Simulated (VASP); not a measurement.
# Zn (P6_3/mmc) in VASP: further runs, part 2 of 2

VASP 6.6.1. The steps go on from the part before.

**3. Single point, PBEsol (strain -0.015 along x and y, -0.015 along z)**

The input, INCAR:

```
ALGO = Fast
EDIFF = 1E-7
ENCUT = 520
GGA = PS
ISIF = 2
ISMEAR = 0
LASPH = T
LCHARG = F
LREAL = F
LWAVE = F
NBANDS = 19
NELM = 100
PREC = Accurate
SIGMA = 0.15
```

The input, KPOINTS:

```
k-points
0
Gamma
  24 24 10
```

The input, POSCAR:

```
Zn
1.0
    2.6248260824      0.0000000000      0.0000000000
   -1.3124130412      2.2731660679      0.0000000000
    0.0000000000      0.0000000000      4.8724995000
Zn
2
Direct
    0.3333333333      0.6666666667      0.2500000000
    0.6666666667      0.3333333333      0.7500000000
```

Potentials or basis: VASP PAW PBE potentials, release 64 (Zn).

Run with:

```bash
cat potpaw_PBE.64/Zn/POTCAR > POTCAR
mpirun -np 1 vasp_std > vasp.out
```

OUTCAR:

```text
EDIFF = 1E-7
   ENCUT = 520
   GGA = PS
   ISIF = 2
   ISMEAR = 0
   LASPH = T
   LREAL = F
   NELM = 100
   PREC = Accurate

 ion  position               nearest neighbor table
   1  0.333  0.667  0.250-   2 2.87   2 2.87   2 2.87   2 2.87   2 2.87   2 2.87
   2  0.667  0.333  0.750-   1 2.87   1 2.87   1 2.87   1 2.87   1 2.87   1 2.87

  LATTYP: Found a hexagonal cell.
 ALAT       =     2.6248260824
 C/A-ratio  =     1.8563132745

  Lattice vectors:

 A1 = (   2.6248260824,   0.0000000000,   0.0000000000)
 A2 = (  -1.3124130412,   2.2731660679,   0.0000000000)
 A3 = (   0.0000000000,   0.0000000000,   4.8724995000)

Analysis of symmetry for initial positions (statically):
=====================================================================
 Subroutine PRICEL returns:
 Original cell was already a primitive cell.

 Routine SETGRP: Setting up the symmetry group for a
 hexagonal supercell.

[... 164 lines left out ...]
  ext. energy  EPLUGINS =         0.00000000
  ---------------------------------------------------
  free energy    TOTEN  =        -3.16971876 eV

  energy without entropy =       -3.16617965  energy(sigma->0) =       -3.16794921

 E-fermi :   3.2717     XC(G=0): -11.9402

 val. band max:        3.2465925669   @ k =   0.2083   0.0833   0.1000
 cond. band min:       3.2779660177   @ k =   0.3750   0.0833   0.0000
 fundamental gap:      0.0313734508
 Fermi energy:         3.2716830001

 k-point     1 :       0.0000    0.0000    0.0000
  band No.  band energies     occupation
      1      -7.5164      2.00000
      2      -5.5356      2.00000
      3      -4.7565      2.00000
      4      -4.5056      2.00000
      5      -4.5056      2.00000
      6      -4.4504      2.00000
[... 505 lines left out ...]
      6      -4.3445      2.00000
[... 11 lines left out ...]
     18      18.6801      0.00000
     19      18.7187      0.00000

 [... further k-points ...]

------------------------ aborting loop because EDIFF is reached ----------------------------------------

  FORCE on cell =-STRESS in cart. coord.  units (eV):
  Direction    XX          YY          ZZ          XY          YZ          ZX
  --------------------------------------------------------------------------------------
  -------------------------------------------------------------------------------------
  Total       -0.4055344     -0.4055344     -0.1109900      0.0000000     -0.0000000     -0.0000000
  in kB      -22.3488275    -22.3488275     -6.1166141      0.0000000     -0.0000000     -0.0000000
  external PRESSURE =     -16.9380897 kB  Pullay stress =       0.0000000 kB

 VOLUME and BASIS-vectors are now :
 -----------------------------------------------------------------------------
  energy-cutoff  :      520.00
  volume of cell :       29.07
      direct lattice vectors                 reciprocal lattice vectors
     2.624826082  0.000000000  0.000000000     0.380977622  0.219957533  0.000000000
    -1.312413041  2.273166068  0.000000000     0.000000000  0.439915066  0.000000000
     0.000000000  0.000000000  4.872499500     0.000000000  0.000000000  0.205233474

 POSITION                                       TOTAL-FORCE (eV/Angst)
 -----------------------------------------------------------------------------------
     -0.00000      1.51544      1.21812        -0.000000      0.000000      0.000000
      1.31241      0.75772      3.65437         0.000000      0.000000      0.000000
 -----------------------------------------------------------------------------------
    total drift:                               -0.000000      0.000000      0.000000

  FREE ENERGIE OF THE ION-ELECTRON SYSTEM (eV)
  ---------------------------------------------------
  free  energy   TOTEN  =        -3.1697187643 eV

  energy  without entropy=       -3.1661796528  energy(sigma->0) =       -3.16794921
```

OSZICAR:

```text
N       E                     dE             d eps       ncg     rms          rms(c)
DAV:   1     0.111637299258E+03    0.11164E+03   -0.12281E+04 14476   0.202E+03
DAV:   2     0.161993538346E+01   -0.11002E+03   -0.10620E+03 14018   0.295E+02
DAV:   3    -0.345947489737E+01   -0.50794E+01   -0.50586E+01 15437   0.699E+01
DAV:   4    -0.348888699257E+01   -0.29412E-01   -0.29405E-01 15242   0.543E+00
DAV:   5    -0.348892283564E+01   -0.35843E-04   -0.35843E-04 15177   0.173E-01    0.456E+00
RMM:   6    -0.319153422446E+01    0.29739E+00   -0.10982E+00 16104   0.125E+01    0.335E+00
RMM:   7    -0.317795938856E+01    0.13575E-01   -0.34483E-02 16661   0.262E+00    0.168E+00
RMM:   8    -0.316986171911E+01    0.80977E-02   -0.61599E-03 16035   0.616E-01    0.142E-01
RMM:   9    -0.316974556534E+01    0.11615E-03   -0.18045E-03 17025   0.603E-01    0.907E-02
RMM:  10    -0.316971775918E+01    0.27806E-04   -0.13996E-04 16843   0.119E-01    0.503E-03
RMM:  11    -0.316971877084E+01   -0.10117E-05   -0.12516E-05 16622   0.346E-02    0.345E-03
RMM:  12    -0.316971892108E+01   -0.15024E-06   -0.24626E-06 16993   0.192E-02    0.746E-03
RMM:  13    -0.316971876133E+01    0.15975E-06   -0.88548E-07 16460   0.118E-02    0.409E-04
RMM:  14    -0.316971876427E+01   -0.29454E-08   -0.14450E-08  8977   0.115E-03
   1 F= -.31697188E+01 E0= -.31679492E+01  d E =-.353911E-02
```

stdout:

```text
POSCAR found type information on POSCAR Zn
 POSCAR found :  1 types and       2 ions
 scaLAPACK will be used
 -----------------------------------------------------------------------------
[... 20 lines left out ...]
 num prob  num prob  num prob  num prob  num prob  num prob  num prob  num prob  num prob  num prob  num prob  num prob  num prob WARNING in EDDRMM: call to ZHEGV failed, returncode =   6  3     18
 num prob  num prob  num prob  num prob  num prob  num prob  num prob  num prob  num prob  num prob  num prob WARNING in EDDRMM: call to ZHEGV failed, returncode =   8  4     17
 num prob  num prob  num prob  num prob WARNING in EDDRMM: call to ZHEGV failed, returncode =   6  3     18
WARNING in EDDRMM: call to ZHEGV failed, returncode =   8  4     18
 num prob  num prob  num prob  num prob  num prob RMM:  14    -0.316971876427E+01   -0.29454E-08   -0.14450E-08  8977   0.115E-03
```

It took 2.2 min on 1 thread of Intel Xeon Platinum 8488C (Sapphire Rapids), shared host; peak memory 0.27 GiB.

What came out:

```yaml
Free_energy: -3.1697 eV
Pressure: -1.7 GPa
Band_gap_on_the_k_mesh: zero (bands 12 and 13 overlap by 4.45 eV)
```

Caveat: the cell differs from its parent crystal (strain -0.015 along x and y, -0.015 along z); the PAW data sets were made with another functional, which shifts forces and pressure a little.

**4. Single point, PBEsol (strain -0.030 along x and y, +0.030 along z)**

The input, INCAR:

```
SYSTEM = Zn
ALGO = Fast
EDIFF = 1E-6
ENCUT = 520
GGA = PS
ISIF = 2
ISMEAR = 0
LASPH = .True.
LCHARG = .True.
LELF = .True.
LREAL = .False.
LVHAR = .True.
LWAVE = .False.
NBANDS = 19
NELM = 80
PREC = Accurate
SIGMA = 0.15
```

The input, KPOINTS:

```
k-points
0
Gamma
  24 24 10
  0 0 0
```

The input, POSCAR:

```
Zn
1.0
    2.5848541116      0.0000000000      0.0000000000
   -1.2924270558      2.2385493257      0.0000000000
    0.0000000000      0.0000000000      5.0951010000
Zn
2
Direct
    0.3333333333      0.6666666667      0.2500000000
    0.6666666667      0.3333333333      0.7500000000
```

Run with:

```bash
cat potpaw_PBE.64/Zn/POTCAR > POTCAR
mpirun -np 1 vasp_std > vasp.out
```

Run time: 2.1 min. Hardware: 1 thread of Intel Xeon Platinum 8488C (Sapphire Rapids), shared host; peak memory 0.27 GiB.

The run converged. Its results:

| Item | Value |
| --- | --- |
| Free energy | -3.1611 eV |
| Pressure | -0.8 GPa |
| Band gap on the k mesh | zero (bands 12 and 13 overlap by 5.33 eV) |

Stress tensor (GPa, compression positive):
```
 0.26  0.00  0.00
 0.00  0.26  0.00
 0.00  0.00 -2.78
```

Levels at points of the mesh, in eV from the Fermi level:
| k point | band 9 | band 10 | band 11 | band 12 | band 13 | band 14 | band 15 | band 16 |
| --- | --- | --- | --- | --- | --- | --- | --- | --- |
| (0.00, 0.00, 0.00) | -7.15 | -6.99 | -6.99 | -3.92 | -3.54 | 12.05 | 16.02 | 19.24 |
| (0.50, 0.00, 0.00) | -6.75 | -6.73 | -2.61 | -1.76 | 2.48 | 3.74 | 4.13 | 5.85 |
| (0.00, 0.00, 0.50) | -7.06 | -7.06 | -7.06 | -7.06 | 3.70 | 3.70 | 20.45 | 20.45 |
| (0.50, 0.00, 0.50) | -6.74 | -6.74 | -1.75 | -1.75 | 0.56 | 0.56 | 9.72 | 9.72 |

Caveat: the cell differs from its parent crystal (strain -0.030 along x and y, +0.030 along z); the PAW data sets were made with another functional, which shifts forces and pressure a little.

**5. The runs side by side**

```csv
cell,further INCAR settings,gap on the mesh (eV),pressure (GPa)
"a = 2.585, b = 2.585, c = 5.021 Å, angles 90.0, 90.0, 120.0°, 2 atoms",ALGO = Fast; EDIFF = 1e-06; NBANDS = 19,none,0.1
"a = 2.625, b = 2.625, c = 4.872 Å, angles 90.0, 90.0, 120.0°, 2 atoms",ALGO = Fast; EDIFF = 1e-07; NBANDS = 19,none,-1.7
"a = 2.585, b = 2.585, c = 5.095 Å, angles 90.0, 90.0, 120.0°, 2 atoms",ALGO = Fast; EDIFF = 1e-06; NBANDS = 19,none,-0.8
```

Alike in all rows: task single point; level PBEsol; potentials or basis VASP PAW PBE potentials, release 64 (Zn); no spin polarisation; k mesh 24 × 24 × 10; cutoff (eV) 520; smearing gaussian 0.15 eV.

Caveats: the PAW data sets were made with another functional, which shifts forces and pressure a little.

Absolute energies hang on the potentials; compare differences alone.
